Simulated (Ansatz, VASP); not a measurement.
## Two plane-wave programs on Zn

```
CELL_PARAMETERS angstrom
0.00000 1.96827 1.96827
1.96827 0.00000 1.96827
1.96827 1.96827 0.00000
ATOMIC_POSITIONS crystal
Zn 0.00000 0.00000 0.00000
```

Alike in both runs: task relaxation of cell and atoms; functional PBE; k mesh 18 × 18 × 18; occupations gaussian, width 0.1 eV; no spin polarisation.

```csv
,VASP,Ansatz
version,VASP 6.6.1,Ansatz 0.2.0
potentials or method,"VASP PAW PBE potentials, release 64 (Zn), cutoff 600 eV","scalar-relativistic, plane waves, PAW"
valence electrons in the cell,12,12
```

VASP gave:

* gap on the k mesh at the Fermi level, each at its own relaxed structure (eV): none
* relaxed volume (Å³/atom): 15.23
* relaxed cell length with the largest relative difference (Å): 2.782

**Question.** What did Ansatz give for the same quantities?

**Answer.** gap on the k mesh at the Fermi level, each at its own relaxed structure (eV): none; relaxed volume (Å³/atom): 15.16; relaxed cell length with the largest relative difference (Å): 2.778.

A gap of «none» marks a metal or a gap that the smearing closes.
